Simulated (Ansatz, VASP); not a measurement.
**One calculation of Rh, two programs**

File POSCAR:

```
Rh
1.0
    2.7992535183      0.0000000000      0.0000000000
   -1.3996267591      2.3650972278      0.0000000000
    0.0000000000      0.0000000000      4.4284890000
Rh
2
Direct
    0.6666666667      0.3333333333      0.7500000000
    0.3333333333      0.6666666667      0.2500000000
```

INCAR.step1

```
PREC     = Accurate       # precision mode
ENCUT    = 520            # plane-wave cutoff, eV
ISMEAR   = 0              # smearing method
SIGMA    = 0.15           # smearing width, eV
LREAL    = F              # projectors in reciprocal space
LASPH    = T              # aspherical terms in the spheres
NELM     = 60             # most SCF steps
NBANDS   = 22             # bands
GGA      = PE             # functional
ALGO     = Normal         # electronic algorithm
EDIFF    = 1E-4           # SCF threshold, eV
LWAVE    = T              # write WAVECAR
LCHARG   = F              # write CHGCAR
```

The input INCAR.step2:

```
PREC     = Accurate       # precision mode
ENCUT    = 520            # plane-wave cutoff, eV
EDIFF    = 1E-6           # SCF threshold, eV
ISMEAR   = 0              # smearing method
SIGMA    = 0.15           # smearing width, eV
LREAL    = F              # projectors in reciprocal space
LASPH    = T              # aspherical terms in the spheres
NELM     = 60             # most SCF steps
ALGO     = Normal         # electronic algorithm
ISIF     = 2              # what is computed and relaxed
LWAVE    = F              # write WAVECAR
LCHARG   = F              # write CHGCAR
METAGGA  = R2SCAN         # meta-GGA
LMIXTAU  = T            
NBANDS   = 22             # bands
ISTART   = 1
```

File KPOINTS:

```
Automatic mesh
0
Gamma
  18 18 12
```

Input for Ansatz:

```yaml
crystal:
  lattice:
    - [2.7992535183, 0.0, 0.0]
    - [-1.3996267591, 2.3650972278, 0.0]
    - [0.0, 0.0, 4.428489]
  atoms:
    - { symbol: Rh, position: [0.6666666667, 0.3333333333, 0.75] }
    - { symbol: Rh, position: [0.3333333333, 0.6666666667, 0.25] }
basis:
  ecutwfc: 500
kpoints:
  mp_grid: { grid: [18, 18, 12] }
hamiltonian:
  xc: r2scan
scf:
  occupations: { method: gaussian, width: 0.15 }
output:
  forces: true
  stress: true
  eigenvalues: true
```

Change from the starting cell: strain +0.0250 x Voigt [1, 0, 0, 0, 0, 0], atoms carried along.

Alike in both runs: task single point; functional r2SCAN; k mesh 18 × 18 × 12; occupations gaussian, width 0.15 eV; no spin polarisation.

|  | VASP | Ansatz |
| --- | --- | --- |
| version | VASP 6.6.1 | Ansatz 0.2.0 |
| potentials or method | VASP PAW PBE potentials, release 64 (Rh_pv), cutoff 520 eV | scalar-relativistic, plane waves, PAW |
| valence electrons in the cell | 30 | 34 |

Ansatz gave:

| Item | Value |
| --- | --- |
| gap on the k mesh at the Fermi level (eV) | none |
| pressure (GPa) | -14.7 |
| traceless stress, the component that is largest in VASP (GPa) | -2.84 |
| rms of the force components (eV/Å) | 0.023 |

Problem. Estimate VASP's values.

Solution. gap on the k mesh at the Fermi level (eV): none; pressure (GPa): -13.9; traceless stress, the component that is largest in VASP (GPa): -2.90; rms of the force components (eV/Å): 0.023.

VASP's potentials were made for PBE, not for r2SCAN. Atom by atom the forces differ by 0.001 eV/Å (rms over components). A gap of «none» marks a metal or a gap that the smearing closes. VASP's potentials hold 30 valence electrons a cell and Ansatz's 34, so a difference there can come from the potentials and not from the codes.
